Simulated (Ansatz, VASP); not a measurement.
Two plane-wave programs on AlRu

The input INCAR:

```
PREC = Accurate
ENCUT = 520
EDIFF = 1E-7
ISMEAR = 0
SIGMA = 0.1
LREAL = F
LASPH = T
NELM = 60
ALGO = Normal
ISIF = 2
LWAVE = F
LCHARG = F
GGA = PE
NBANDS = 16
```

KPOINTS

```
regular mesh
0
Gamma
  14 14 14
```

File POSCAR:

```
AlRu
1.0
    3.0041768544      0.0000000000      0.0000000000
    0.0000000000      3.0041768544      0.0000000000
    0.0000000000      0.0000000000      3.0041768544
Al Ru
1 1
Direct
    0.0000000000      0.0000000000      0.0000000000
    0.5000000000      0.5000000000      0.5000000000
```

Input for Ansatz:

```yaml
crystal:
  lattice:
    - [3.0041768544, 0.0, 0.0]
    - [0.0, 3.0041768544, 0.0]
    - [0.0, 0.0, 3.0041768544]
  atoms:
    - { symbol: Al, position: [0.0, 0.0, 0.0] }
    - { symbol: Ru, position: [0.5, 0.5, 0.5] }
basis:
  ecutwfc: 420
kpoints:
  mp_grid: { grid: [14, 14, 14] }
hamiltonian:
  xc: pbe
scf:
  occupations: { method: gaussian, width: 0.1 }
output:
  forces: true
  stress: true
  eigenvalues: true
```

Alike in both runs: task single point; functional PBE; k mesh 14 × 14 × 14; occupations gaussian, width 0.1 eV; no spin polarisation.

|  | VASP | Ansatz |
| --- | --- | --- |
| version | VASP 6.6.1 | Ansatz 0.2.0 |
| potentials or method | VASP PAW PBE potentials, release 64 (Al, Ru_pv), cutoff 520 eV | scalar-relativistic, plane waves, PAW |
| valence electrons in the cell | 17 | 19 |

VASP gave:

| Property | Result |
| --- | --- |
| gap on the k mesh at the Fermi level (eV) | none |
| pressure (GPa) | -0.1 |

Q: Estimate Ansatz's values.

A: gap on the k mesh at the Fermi level (eV): none; pressure (GPa): 0.0.

A gap of «none» marks a metal or a gap that the smearing closes. VASP's potentials hold 17 valence electrons a cell and Ansatz's 19, so a difference there can come from the potentials and not from the codes.
